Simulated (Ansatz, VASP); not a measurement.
# B in VASP and in Ansatz

```
B
1.0
     1.71856    0.00000    0.00000
    -0.85928    1.48832    0.00000
     0.00000    0.00000    7.02540
B
2
Direct
  0.33333 0.66667 0.25000
  0.66667 0.33333 0.75000
```

Alike in both runs: task single point; functional LDA; k mesh 24 × 24 × 5; occupations fermi-dirac, width 0.1 eV; no spin polarisation.

```csv
,VASP,Ansatz
version,VASP 6.6.1,Ansatz 0.2.0
potentials or method,"VASP PAW LDA potentials, release 64 (B), cutoff 520 eV","plane waves (420 eV) with PAW, scalar-relativistic"
valence electrons in the cell,6,6
```

|  | VASP | Ansatz | Ansatz less VASP |
| --- | --- | --- | --- |
| pressure (GPa) | -7.7 | -7.8 | -0.07 |
| traceless stress, the component that is largest in VASP (GPa) | 6.80 | 6.98 | +0.182 |

Ansatz warns that its potentials were made for another functional, while VASP's fit it. LDA's correlation is that of Perdew and Zunger in VASP and of Perdew and Wang (1992) in Ansatz.
